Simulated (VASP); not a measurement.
Here is a VASP 6.6.1 calculation.

Contents of INCAR:

```
SYSTEM = CuO
ALGO     = Normal         ! electronic algorithm
EDIFF    = 1E-7           ! SCF threshold, eV
ENCUT    = 520            ! plane-wave cutoff, eV
GGA      = PS             ! functional
ISIF     = 2              ! what is computed and relaxed
ISMEAR   = -1             ! smearing method
LASPH    = .TRUE.         ! aspherical terms in the spheres
LCHARG   = .TRUE.         ! write CHGCAR
LDAU     = .TRUE.         ! DFT+U
LDAUJ    = 0 0          
LDAUL    = 2 -1           ! shell
LDAUPRINT= 1            
LDAUTYPE = 2            
LDAUU    = 1 0            ! U, eV
LELF     = .TRUE.         ! ELF
LMAXMIX  = 4              ! l up to which the mixer works
LREAL    = .FALSE.        ! projectors in reciprocal space
LVHAR    = .TRUE.       
LWAVE    = .FALSE.        ! write WAVECAR
NBANDS   = 25             ! bands
NELM     = 150            ! most SCF steps
PREC     = Accurate       ! precision mode
SIGMA    = 0.05           ! smearing width, eV
```

File KPOINTS:

```
k-points
0
G
  9 9 5
  0 0 0
```

POSCAR

```
CuO
1.0
    2.8976895299     -0.0151920070     -0.0035842084
    0.0241287253      2.8975983000     -0.0035546986
    0.0110717569      0.0109603833      5.0946522046
Cu O
2 2
Direct
    0.0000000000      0.5000000000      0.0000000000
    0.5000000000      0.0000000000      0.5000000000
    0.9996370135      0.0003670781      0.7500001346
    0.0003629865      0.9996329219      0.2499998654
```

Potentials or basis: VASP PAW PBE potentials, release 64 (Cu, O).

Run with:

```bash
$ cat potpaw_PBE.64/Cu/POTCAR potpaw_PBE.64/O/POTCAR > POTCAR
$ mpirun -np 1 vasp_std > vasp.out
```

Question: What does it give for the pressure?

Answer: -0.4 GPa.

Question: Estimate the band gap on the k mesh.

Answer: Zero (bands 17 and 18 overlap by 1.00 eV).

Stress tensor (GPa, compression positive):
```
-0.43 -0.02 -0.01
-0.02 -0.43 -0.01
-0.01 -0.01 -0.33
```

Caveat: the PAW data sets were made with another functional, which shifts forces and pressure a little; U without spin polarisation on a metal has little footing.
